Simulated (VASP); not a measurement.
Here is a VASP 6.6.1 calculation.

Contents of INCAR:

```
SYSTEM = Hf3Br
  ALGO = Normal
  EDIFF = 1E-7
  EDIFFG = -0.04
  ENCUT = 600
  GGA = PE
  IBRION = 2
  ISIF = 3
  ISMEAR = 0
  LASPH = .TRUE.
  LCHARG = .FALSE.
  LREAL = .FALSE.
  LWAVE = .FALSE.
  NELM = 100
  NSW = 90
  PREC = Accurate
  SIGMA = 0.1
```

The input KPOINTS:

```
k-points
0
G
  6 6 2
  0 0 0
```

Contents of POSCAR:

```
Hf3Br
1.0
    3.5791901600      0.0000000000      0.0000000000
    0.0000000000      3.5791901600      0.0000000000
    0.0000000000      0.0000000000      9.3586615300
Hf Br
3 1
Direct
    0.5000000000      0.5000000000      0.7621681700
    0.0000000000      0.0000000000      0.5000000000
    0.5000000000      0.5000000000      0.2378318300
    0.0000000000      0.0000000000      0.0000000000
```

Potentials or basis: VASP PAW PBE potentials, release 64 (Hf_pv, Br).

Command:

```sh
$ cat potpaw_PBE.64/Hf_pv/POTCAR potpaw_PBE.64/Br/POTCAR > POTCAR
$ mpirun -np 1 vasp_std > vasp.out
```

(1) Estimate the relaxed cell.

(2) What does it give for the space group after relaxing (to 0.05 Å)?

(3) What does it give for the relaxed volume?

Results:

(1) a = 3.213 Å, b = 3.213 Å, c = 8.786 Å, α = 90.00°, β = 90.00°, γ = 90.00°.

(2) P4/mmm (No. 123).

(3) 22.68 Å³/atom.

Caveat: the volume moved by over 15 % at a fixed basis, so the end points are rough; an odd number of electrons without spin polarisation forces a metal; a magnetic or distorted state may lie lower.
